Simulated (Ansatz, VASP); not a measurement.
# GaS2: VASP beside Ansatz

Contents of POSCAR:

```
GaS2
1.0
    0.0000000000      4.2566130000      0.0000000000
    4.1788680000     -2.1283060000      0.0000000000
   -0.3382550000      2.1283060000     -7.1119590000
Ga S
2 4
Direct
    0.1446000000      0.7500000000      0.7500000000
    0.8554000000      0.2500000000      0.2500000000
    0.5148000000      0.3000000000      0.9794000000
    0.1942000000      0.2000000000      0.5206000000
    0.4852000000      0.7000000000      0.0206000000
    0.8058000000      0.8000000000      0.4794000000
```

Contents of INCAR.step1:

```
SYSTEM = GaS2
PREC = Accurate
ENCUT = 520
ISMEAR = -1
SIGMA = 0.1
LREAL = .False.
LASPH = .True.
NELM = 80
NBANDS = 34
GGA = PE
ALGO = Normal
EDIFF = 1E-4
LWAVE = .True.
LCHARG = .False.
```

Contents of INCAR.step2:

```
SYSTEM = GaS2
PREC = Accurate
ENCUT = 520
EDIFF = 1E-6
ISMEAR = -1
SIGMA = 0.1
LREAL = .False.
LASPH = .True.
NELM = 80
ALGO = Normal
ISIF = 2
LWAVE = .False.
LCHARG = .False.
METAGGA = R2SCAN
LMIXTAU = .True.
NBANDS = 34
ISTART = 1
```

Contents of KPOINTS:

```
regular mesh
0
Gamma
  6 6 6
  0 0 0
```

Input for Ansatz:

```yaml
crystal:
  lattice:
    - [0.0, 4.256613, 0.0]
    - [4.178868, -2.128306, 0.0]
    - [-0.338255, 2.128306, -7.111959]
  atoms:
    - { symbol: Ga, position: [0.1446, 0.75, 0.75] }
    - { symbol: Ga, position: [0.8554, 0.25, 0.25] }
    - { symbol: S, position: [0.5148, 0.3, 0.9794] }
    - { symbol: S, position: [0.1942, 0.2, 0.5206] }
    - { symbol: S, position: [0.4852, 0.7, 0.0206] }
    - { symbol: S, position: [0.8058, 0.8, 0.4794] }
  symmetry: { tolerance: 0.0003 }
kpoints:
  mp_grid: { grid: [6, 6, 6], shift: [0, 0, 0] }
  band_path:
    path:
      - [0.0, 0.0, 0.0]
      - [0.66751627, -0.33375814, 0.33375814]
      - [0.33248373, -0.66624186, 0.66624186]
      - [0.0, -0.5, 0.5]
      - [0.0, 0.0, 0.0]
      - [0.0, -0.5, 0.0]
      - [0.41478978, -0.70739489, 0.20739489]
      - [0.58521022, -0.29260511, -0.20739489]
      - [0.0, 0.0, -0.5]
      - [0.0, 0.0, 0.0]
      - [0.5, -0.5, 0.0]
    npoints: 6
magnetization:
  spin_polarized: false
scf:
  occupations: { method: fermi_dirac }
  lower_state_search: "off"
  max_iter: 200
hamiltonian:
  pseudopotentials: { kind: paw }
  xc: r2scan
basis:
  ecutwfc: 500
  fft_grid_basis: typed
output:
  forces: true
  stress: true
  eigenvalues: true
  bader: true
  populations: true
  elf: true
  write_potential: true
  volumetric_format: npy
  dos:
    e_range: [-12, 8]
    de: 0.05
    projected: { site_lists: { Ga: [Ga], S: [S] } }
checkpoint:
  read: saved_state
```

Alike in both runs: task single point; functional r2SCAN; k mesh 6 × 6 × 6; no spin polarisation.

```csv
,VASP,Ansatz
version,VASP 6.6.1,Ansatz 0.2.0
potentials or method,"VASP PAW PBE potentials, release 64 (Ga_d, S), cutoff 520 eV",PAW plane waves
occupations,"fermi-dirac, width 0.1 eV",fermi-dirac
valence electrons in the cell,50,50
```

Ansatz gave:

* pressure (GPa): 3.5
* traceless stress, the component that is largest in VASP (GPa): 8.67
* rms of the force components (eV/Å): 1.388

Estimate VASP's values.

pressure (GPa): 3.1; traceless stress, the component that is largest in VASP (GPa): 8.29; rms of the force components (eV/Å): 1.285.

VASP's potentials were made for PBE, not for r2SCAN. Atom by atom the forces differ by 0.103 eV/Å (rms over components).
